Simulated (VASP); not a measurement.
A run of VASP 6.6.1 is set up as follows.

File INCAR:

```
SYSTEM = Mo3P3H
  ALGO = Normal
  DIPOL = 0.5 0.5 0.489
  EDIFF = 1E-6
  ENCUT = 400
  GGA = PS
  GGA_COMPAT = .False.
  IDIPOL = 3
  ISIF = 2
  ISMEAR = 0
  LASPH = .True.
  LCHARG = .True.
  LDIPOL = .True.
  LELF = .True.
  LREAL = .False.
  LVACPOTAV = .True.
  LVHAR = .True.
  LWAVE = .False.
  NBANDS = 38
  NELM = 120
  NELMDL = -8
  PREC = Accurate
  SIGMA = 0.1
```

File KPOINTS:

```
k-points
0
Gamma
  9 9 1
  0 0 0
```

File POSCAR:

```
Mo3P3H
1.0
    3.1741350969      0.0000000000      0.0000000000
    0.0000000000      3.2062346803      0.0000000000
    0.0000000000      0.0000000000     25.4789215952
Mo P H
3 3 1
Direct
    0.0000000000      0.5000000000      0.3336090960
    0.0000000000      0.0000000000      0.4425886174
    0.0000000000      0.5000000000      0.5501261364
    0.5000000000      0.0000000000      0.3699356032
    0.5000000000      0.5000000000      0.4792943049
    0.5000000000      0.0000000000      0.5907329554
    0.5000000000      0.0000000000      0.6587437013
```

Potentials or basis: VASP PAW PBE potentials, release 64 (Mo_sv, P, H).

Run with:

```bash
$ cat potpaw_PBE.64/Mo_sv/POTCAR potpaw_PBE.64/P/POTCAR potpaw_PBE.64/H/POTCAR > POTCAR
$ mpirun -np 1 vasp_std > vasp.out
```

Question: Estimate the largest force.

Answer: 2.973 eV/Å.

Question: Predict the band gap on the k mesh.

Answer: Zero (bands 29 and 30 overlap by 0.95 eV).

Forces on the atoms (eV/Å):
```
Mo   0.000  0.000  1.981
Mo   0.000  0.000 -0.253
Mo   0.000  0.000 -0.072
P    0.000  0.000 -1.743
P    0.000  0.000 -0.278
P    0.000  0.000  2.973
H    0.000  0.000 -2.608
```

Caveat: the PAW data sets were made with another functional, which shifts forces and pressure a little.
